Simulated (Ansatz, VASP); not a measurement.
# One calculation of Si2Mo, two programs

INCAR

```
PREC = Accurate
ENCUT = 520
EDIFF = 1E-7
ISMEAR = 0
SIGMA = 0.1
LREAL = F
LASPH = T
NELM = 150
ALGO = Normal
ISIF = 2
LWAVE = F
LCHARG = F
ISPIN = 2
MAGMOM = 0 0 1
LORBIT = 11
LMAXMIX = 4
LDIPOL = T
IDIPOL = 3
DIPOL = 0.5 0.5 0.294
GGA = PE
NBANDS = 22
```

File KPOINTS:

```
Automatic mesh
0
Gamma
  6 6 1
```

Contents of POSCAR:

```
Si2Mo
1.0
    4.3630885410     -0.0000002465      0.0000000000
   -2.1815440570      3.7785456387      0.0000000000
    0.0000000000      0.0000000000     23.8000000000
Si Mo
2 1
Direct
    0.6666666667      0.3333333333      0.2941176471
    0.3333333333      0.6666666667      0.2941176471
    0.0000000000      0.0000000000      0.2941176471
```

Input for Ansatz:

```yaml
crystal:
  lattice:
    - [4.363088541, -2.465e-07, 0.0]
    - [-2.181544057, 3.7785456387, 0.0]
    - [0.0, 0.0, 23.8]
  atoms:
    - { symbol: Si, position: [0.6666666667, 0.3333333333, 0.2941176471] }
    - { symbol: Si, position: [0.3333333333, 0.6666666667, 0.2941176471] }
    - { symbol: Mo, position: [0.0, 0.0, 0.2941176471], spin: 1.0 }
  periodic: [true, true, false]
basis:
  ecutwfc: 420
kpoints:
  mp_grid: { grid: [6, 6, 1] }
hamiltonian:
  xc: pbe
scf:
  occupations: { method: gaussian, width: 0.1 }
  lower_state_search: "off"
output:
  forces: true
  stress: true
  eigenvalues: true
  populations: true
magnetization:
  spin_polarized: true
```

Alike in both runs: task single point; functional PBE; k mesh 6 × 6 × 1; occupations gaussian, width 0.1 eV; collinear spin.

|  | VASP | Ansatz |
| --- | --- | --- |
| version | VASP 6.6.1 | Ansatz 0.2.0 |
| potentials or method | VASP PAW PBE potentials, release 64 (Si, Mo_sv), cutoff 520 eV | scalar-relativistic, plane waves, PAW |
| valence electrons in the cell | 22 | 22 |

|  | VASP | Ansatz | Ansatz less VASP |
| --- | --- | --- | --- |
| gap on the k mesh at the Fermi level (eV) | none | none | - |
| net moment per atom (μB) | 0.56 | 0.56 | 0.000 |
| size of the moment on the site where the two differ most (μB) | 1.40 | 1.12 | -0.276 |

Site moments also hang on the region over which each program counts them. A gap of «none» marks a metal or a gap that the smearing closes.
